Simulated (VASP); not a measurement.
## TiTe2: electric field gradients with PBEsol

Crystal: TiTe2.

```
Ti Te
1.0
     3.77700    0.00000    0.00000
    -1.88850    3.27098    0.00000
     0.00000    0.00000    6.49800
Ti Te
1 2
Direct
  0.00000 0.00000 0.00000
  0.66667 0.33333 0.26280
  0.33333 0.66667 0.73720
```

* Program: VASP 6.6.1
* Task: electric field gradients
* Functional: PBEsol
* Potentials or basis: VASP PAW PBE potentials, release 64 (Ti_sv, Te)
* Cutoff: 520 eV
* k mesh: 13 × 13 × 7
* Occupations: fermi-dirac, width 0.03 eV
* Spin: no spin polarisation
* Dipole correction: no
* Further INCAR settings: ALGO = Normal; EDIFF = 1e-08; NBANDS = 19

* Pressure: -2.2 GPa
* Largest force: 0.090 eV/Å
* Band gap on the k mesh: zero (bands 12 and 13 overlap by 0.66 eV)
* Largest electric field gradient by atom: Ti -27.6; Te -60.7 V/Å²

Forces on the atoms (eV/Å):
```
Ti   0.000  0.000  0.000
Te   0.000  0.000 -0.090
Te   0.000  0.000  0.090
```

Stress tensor (GPa, compression positive):
```
-2.57  0.00  0.00
 0.00 -2.57  0.00
 0.00  0.00 -1.51
```

Levels at points of the mesh, in eV from the Fermi level:
```csv
k point,band 8,band 9,band 10,band 11,band 12,band 13,band 14,band 15,band 16,band 17
"(0.00, 0.00, 0.00)",-1.69,-1.69,0.31,0.37,0.37,0.58,1.07,1.07,3.06,3.06
```

Electric field gradients, principal values (V/Å²):
```
atom   least  middle  greatest (by size)
1 Ti  13.817  13.821             -27.637
2 Te  30.337  30.337             -60.673
3 Te  30.337  30.337             -60.673
```

Run time: 110 s on 1 thread of AMD EPYC 9R45 96-Core Processor (Zen 5), with other jobs on the host, peak memory 0.29 GiB.

Caveat: without QUAD_EFG the Cq values of the log hold for a quadrupole moment of 1 mb, not for the nuclei; the PAW data sets were made with another functional, which shifts forces and pressure a little; spin-orbit coupling is left out, which moves the levels of the heavy elements; this functional lacks dispersion, which binds the layers, so the pressure and a relaxed spacing across them are unreliable.
